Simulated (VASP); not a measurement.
A run of VASP 6.6.1 is set up as follows.

INCAR

```
SYSTEM = BC7
  PREC = Accurate
  ENCUT = 600
  EDIFF = 1E-7
  ISMEAR = 0
  SIGMA = 0.1
  LREAL = .FALSE.
  LASPH = .TRUE.
  NELM = 100
  ALGO = Normal
  ISIF = 3
  LWAVE = .FALSE.
  LCHARG = .FALSE.
  GGA = PS
  IBRION = 2
  NSW = 100
  EDIFFG = -0.005
```

The input KPOINTS:

```
regular mesh
0
G
  10 10 10
  0 0 0
```

The input POSCAR:

```
BC7
1.0
    3.6201530000      0.0000000000      0.0000000000
    0.0000000000      3.6201530000      0.0000000000
    0.0000000000      0.0000000000      3.6201530000
B C
1 7
Direct
    0.0000000000      0.0000000000      0.0000000000
    0.0000000000      0.5000000000      0.5000000000
    0.5000000000      0.5000000000      0.0000000000
    0.5000000000      0.0000000000      0.5000000000
    0.7452210000      0.7452210000      0.2547790000
    0.7452210000      0.2547790000      0.7452210000
    0.2547790000      0.7452210000      0.7452210000
    0.2547790000      0.2547790000      0.2547790000
```

Potentials or basis: VASP PAW PBE potentials, release 64 (B, C).

Launch:

```sh
$ cat potpaw_PBE.64/B/POTCAR potpaw_PBE.64/C/POTCAR > POTCAR
$ mpirun -np 1 vasp_std > vasp.out
```

Task: Predict the space group after relaxing (to 0.05 Å).

Result: P-43m (No. 215).

Task: What does it give for the relaxed volume?

Result: 5.84 Å³/atom.

Task: Predict the relaxed cell.

Result: a = 3.602 Å, b = 3.602 Å, c = 3.602 Å, α = 90.00°, β = 90.00°, γ = 90.00°.

The path:
| step | energy change (eV) | largest force (eV/Å) | pressure (GPa) | volume (Å³) |
| --- | --- | --- | --- | --- |
| 1 | 0.0000 | 0.0553 | -5.86 | 47.44 |
| 2 | 0.0035 | 0.0966 | 6.90 | 45.97 |
| 3 | -0.0131 | 0.0134 | -0.03 | 46.74 |
| 4 | -0.0131 | 0.0148 | 0.09 | 46.73 |
| 5 | -0.0131 | 0.0205 | -0.07 | 46.75 |
| 6 | -0.0131 | 0.0006 | 0.01 | 46.74 |

Caveat: the PAW data sets were made with another functional, which shifts forces and pressure a little.
